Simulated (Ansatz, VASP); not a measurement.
## Two plane-wave programs on Hf4Ta

```xyz
5
Lattice="4.8818 0.0000 0.0000 -2.4409 4.2278 0.0000 0.0000 0.0000 5.8099" Properties=species:S:1:pos:R:3 pbc="T T T"
Hf    0.0000    2.8185    4.2961
Hf    2.4409    1.4093    4.2961
Hf    2.4409    1.4093    1.5138
Hf    0.0000    2.8185    1.5138
Ta    0.0000    0.0000    2.9050
```

Alike in both runs: functional PBE; k mesh 6 × 6 × 4; occupations gaussian, width 0.1 eV; no spin polarisation.

Ansatz relaxed the structure, and its values are those at the end. VASP's run is a single point on that final structure, the one shown.

|  | VASP | Ansatz |
| --- | --- | --- |
| version | VASP 6.6.1 | Ansatz 0.2.0 |
| potentials or method | VASP PAW PBE potentials, release 64 (Hf_pv, Ta_pv), cutoff 520 eV | scalar-relativistic, plane waves, PAW |
| valence electrons in the cell | 51 | 117 |

VASP gave:

| Item | Value |
| --- | --- |
| gap on the k mesh at the Fermi level (eV) | none |
| pressure (GPa) | -0.4 |
| rms of the force components (eV/Å) | 0.016 |

Q: Estimate Ansatz's values.

A: gap on the k mesh at the Fermi level (eV): none; pressure (GPa): 0.0; rms of the force components (eV/Å): 0.000.

A gap of «none» marks a metal or a gap that the smearing closes. VASP's potentials hold 51 valence electrons a cell and Ansatz's 117, so a difference there can come from the potentials and not from the codes.

Spin-orbit coupling is off throughout.
